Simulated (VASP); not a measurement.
# Mo (I4/mmm) in VASP: notebook

Mo is run at these levels: PBE; tasks: single point.

All numbers are computed with VASP 6.6.1; they aren't measurements. Logs are shortened: lines on timing, memory, paths and dates and some standing lists are left out, and cuts for length are marked.

## (1) The cell of the first run

The structure is tetragonal, space group I4/mmm (No. 139). The conventional cell has a = 2.850 Å, b = 2.850 Å, c = 3.909 Å, α = 90.00°, β = 90.00°, γ = 90.00°. Mo (site symmetry 4/mmm) has 12 Mo at 2.81 to 2.85 Å within 3.7 Å.

## (2) Single point, PBE (strain -0.0300 x Voigt [0, 0, 1, 0, 0, 0])

Input file INCAR:

```
ALGO = Normal
EDIFF = 1E-6
ENCUT = 520
GGA = PE
ISIF = 2
ISMEAR = 0
LASPH = True
LCHARG = True
LELF = True
LREAL = False
LVHAR = True
LWAVE = False
NBANDS = 13
NELM = 60
PREC = Accurate
SIGMA = 0.15
```

Input file KPOINTS:

```
k-points
0
Gamma
  20 20 20
```

Input file POSCAR:

```
Mo
1.0
    0.0000000000      2.0150000000      1.9545500000
    2.0150000000      0.0000000000      1.9545500000
    2.0150000000      2.0150000000      0.0000000000
Mo
1
Direct
    0.0000000000      0.0000000000      0.0000000000
```

Potentials or basis: VASP PAW PBE potentials, release 64 (Mo_sv).

Launch:

```
> cat potpaw_PBE.64/Mo_sv/POTCAR > POTCAR
> mpirun -np 1 vasp_std > vasp.out
```

OUTCAR:

```text
EDIFF = 1E-6
   ENCUT = 520
   GGA = PE
   ISIF = 2
   ISMEAR = 0
   LASPH = True
   LREAL = False
   NELM = 60
   PREC = Accurate

 ion  position               nearest neighbor table
   1  0.000  0.000  0.000-

  LATTYP: Found a body centered tetragonal cell.
 ALAT       =     2.8496403282
 C/A-ratio  =     1.3717871555

  Lattice vectors:

 A1 = (   0.0000000000,  -2.0150000000,  -1.9545500000)
 A2 = (   0.0000000000,   2.0150000000,  -1.9545500000)
 A3 = (   2.0150000000,   0.0000000000,   1.9545500000)

Analysis of symmetry for initial positions (statically):
=====================================================================
 Subroutine PRICEL returns:
 Original cell was already a primitive cell.

 Routine SETGRP: Setting up the symmetry group for a
 body centered tetragonal supercell.

 Subroutine GETGRP returns: Found 16 space group operations
 (whereof 16 operations were pure point group operations)
 out of a pool of 16 trial point group operations.

The static configuration has the point symmetry D_4h.

Analysis of symmetry for dynamics (positions and initial velocities):
=====================================================================
 Subroutine PRICEL returns:
 Original cell was already a primitive cell.

 Routine SETGRP: Setting up the symmetry group for a
 body centered tetragonal supercell.

 Subroutine GETGRP returns: Found 16 space group operations
 (whereof 16 operations were pure point group operations)
 out of a pool of 16 trial point group operations.

The dynamic configuration has the point symmetry D_4h.

 Subroutine INISYM returns: Found 16 space group operations
 (whereof 16 operations are pure point group operations),
 and found     1 'primitive' translations

----------------------------------------------------------------------------------------

                                     Primitive cell

  volume of cell :      15.8718

  direct lattice vectors                    reciprocal lattice vectors
     0.000000000  2.015000000  1.954550000    -0.248138958  0.248138958  0.255813359
     2.015000000  0.000000000  1.954550000     0.248138958 -0.248138958  0.255813359
     2.015000000  2.015000000  0.000000000     0.248138958  0.248138958 -0.255813359

  length of vectors
     2.807221171  2.807221171  2.849640328     0.434265310  0.434265310  0.434265310

  position of ions in fractional coordinates (direct lattice)
     0.000000000  0.000000000  0.000000000

  ion indices of the primitive-cell ions
   primitive index   ion index
                 1           1

[... 83 lines left out ...]
   NUPDOWN=      -1.0000    fix difference up-down
   EMIN   =  10.00;   EMAX   =-10.00  energy-range for DOS
   EFERMI =   0.00;   METHOD = LEGACY
   ISMEAR =     0;   SIGMA  =   0.15  broadening in eV -4-tet -1-fermi 0-gaus
   EFERMI_NEDOS =   21; number of points for ismear=-14 and -15
   IALGO  =     38    algorithm
   IMIX   =      4    mixing-type and parameters
     AMIX     =   0.40;   BMIX     =  1.00
     AMIX_MAG =   1.60;   BMIX_MAG =  1.00
  volume/ion in A,a.u.               =      15.87       107.11
  Fermi-wavevector in a.u.,A,eV,Ry     =   1.570032  2.966931 33.538375  2.465001
  Thomas-Fermi vector in A             =   2.671826
   LORBIT       =      0    0 simple, 1 ext, 2 COOP (PROOUT), +10 PAW based schemes
   GGA     = PE    functional components
   LHFCALC =     F    Hartree Fock is set to
   AEXX    =    0.0000 exact exchange contribution
   IVDW    =     0    specifies the selected vdW correction
   LEPSILON=     F    determine dielectric tensor
   LRPA    =     F    only Hartree local field effects (RPA)
 non-spin polarized calculation
 Gauss-broadening in eV      SIGMA  =   0.15
  energy-cutoff  :      520.00
  volume of cell :       15.87
 maximum number of plane-waves:       443
 NGX is ok and might be reduce to    24
   NGX = 11   NGY = 11   NGZ = 11

 number of electron      13.9999999 magnetization

 Free energy of the ion-electron system (eV)
  ---------------------------------------------------
  ext. energy  EPLUGINS =         0.00000000
  ---------------------------------------------------
  free energy    TOTEN  =       -10.52408147 eV

  energy without entropy =      -10.50958665  energy(sigma->0) =      -10.51683406

 E-fermi :  11.9485     XC(G=0): -13.2864

 val. band max:       11.9423477636   @ k =  -0.1500   0.0000   0.1000
 cond. band min:      11.9501525461   @ k =  -0.4000   0.1000   0.4000
 fundamental gap:      0.0078047825
 Fermi energy:        11.9484571535

 k-point     1 :       0.0000    0.0000    0.0000
  band No.  band energies     occupation
      1     -48.7801      2.00000
      2     -22.1094      2.00000
      3     -22.1094      2.00000
      4     -22.0890      2.00000
      5       5.1705      2.00000
      6      11.0896      2.00000
      7      11.0896      2.00000
      8      11.4543      2.00000
      9      13.6600      0.00000
     10      14.1567      0.00000
     11      25.0512      0.00000
     12      29.9979      0.00000
     13      29.9979      0.00000
[... 354 lines left out ...]
  band No.  band energies     occupation
      1     -48.5834      2.00000
      2     -23.2207      2.00000
      3     -22.2707      2.00000
      4     -22.2580      2.00000
      5       7.4757      2.00000
      6      11.1019      2.00000
      7      11.3355      2.00000
      8      11.8694      1.54382
      9      14.9083      0.00000
     10      15.6104      0.00000
     11      24.1589      0.00000
     12      26.7530      0.00000
     13      32.3364      0.00000

 [... further k-points ...]

------------------------ aborting loop because EDIFF is reached ----------------------------------------

  FORCE on cell =-STRESS in cart. coord.  units (eV):
  Direction    XX          YY          ZZ          XY          YZ          ZX
  --------------------------------------------------------------------------------------
  -------------------------------------------------------------------------------------
  Total        0.5133500      0.5133500     -0.1451452      0.0000000      0.0000000     -0.0000000
  in kB       51.8199805     51.8199805    -14.6516401      0.0000000      0.0000000     -0.0000000
  external PRESSURE =      29.6627736 kB  Pullay stress =       0.0000000 kB

 VOLUME and BASIS-vectors are now :
 -----------------------------------------------------------------------------
  energy-cutoff  :      520.00
  volume of cell :       15.87
      direct lattice vectors                 reciprocal lattice vectors
     0.000000000  2.015000000  1.954550000    -0.248138958  0.248138958  0.255813359
     2.015000000  0.000000000  1.954550000     0.248138958 -0.248138958  0.255813359
     2.015000000  2.015000000  0.000000000     0.248138958  0.248138958 -0.255813359

 POSITION                                       TOTAL-FORCE (eV/Angst)
 -----------------------------------------------------------------------------------
      0.00000      0.00000      0.00000         0.000000      0.000000      0.000000
 -----------------------------------------------------------------------------------
    total drift:                                0.000000      0.000000     -0.000000

  FREE ENERGIE OF THE ION-ELECTRON SYSTEM (eV)
  ---------------------------------------------------
  free  energy   TOTEN  =       -10.5240814710 eV

  energy  without entropy=      -10.5095866480  energy(sigma->0) =      -10.51683406
```

It took 70 s on 1 thread of Intel Xeon 6975P-C (Granite Rapids), shared host; peak memory 0.24 GiB.

Results:

- Free energy: -10.5241 eV
- Pressure: 3.0 GPa
- Band gap on the k mesh: zero (band 7 reaches 15.94 eV, above the bottom of band 8 at 11.31 eV)

Caveat: the cell differs from its parent crystal (strain -0.0300 x Voigt [0, 0, 1, 0, 0, 0]).

## (3) Single point, PBE (strain -0.0200 x Voigt [0, 0, 1, 0, 0, 0])

Input file INCAR:

```
PREC = Accurate
ENCUT = 520
EDIFF = 1E-6
ISMEAR = 0
SIGMA = 0.15
LREAL = False
LASPH = True
NELM = 100
ALGO = Fast
ISIF = 2
LWAVE = False
LCHARG = True
GGA = PE
LELF = True
LVHAR = True
NBANDS = 13
```

Input file KPOINTS:

```
Automatic mesh
0
Gamma
  20 20 20
```

Input file POSCAR:

```
Mo
1.0
    0.0000000000      2.0150000000      1.9747000000
    2.0150000000      0.0000000000      1.9747000000
    2.0150000000      2.0150000000      0.0000000000
Mo
1
Direct
    0.0000000000      0.0000000000      0.0000000000
```

Potentials or basis: VASP PAW PBE potentials, release 64 (Mo_sv).

Launch:

```
> cat potpaw_PBE.64/Mo_sv/POTCAR > POTCAR
> mpirun -np 1 vasp_std > vasp.out
```

Wall time 84 s (1 thread of Intel Xeon 6975P-C (Granite Rapids), shared host); peak memory 0.24 GiB.

The run converged. Its results:

```yaml
Free_energy: -10.5221 eV
Pressure: 0.5 GPa
Band_gap_on_the_k_mesh: zero (band 7 reaches 15.74 eV, above the bottom of band 8 at 11.09 eV)
```

Stress tensor (GPa, compression positive):
```
 1.91  0.00  0.00
 0.00  1.91  0.00
 0.00  0.00 -2.44
```

Levels at points of the mesh, in eV from the Fermi level:
```csv
k point,band 3,band 4,band 5,band 6,band 7,band 8,band 9,band 10,band 11,band 12
"(0.00, 0.00, 0.00)",-34.07,-34.06,-6.74,-0.79,-0.79,-0.55,1.79,2.12,13.10,18.12
"(0.50, 0.00, 0.00)",-34.26,-34.21,-4.60,-1.03,-0.76,1.55,3.94,4.08,11.08,12.78
"(0.50, 0.50, 0.00)",-34.56,-34.56,-4.96,-4.30,3.96,4.29,4.61,4.61,12.27,12.27
"(0.50, 0.00, 0.50)",-34.53,-34.49,-4.95,-4.26,3.88,3.97,4.47,4.71,12.40,12.73
```

Caveat: the cell differs from its parent crystal (strain -0.0200 x Voigt [0, 0, 1, 0, 0, 0]).
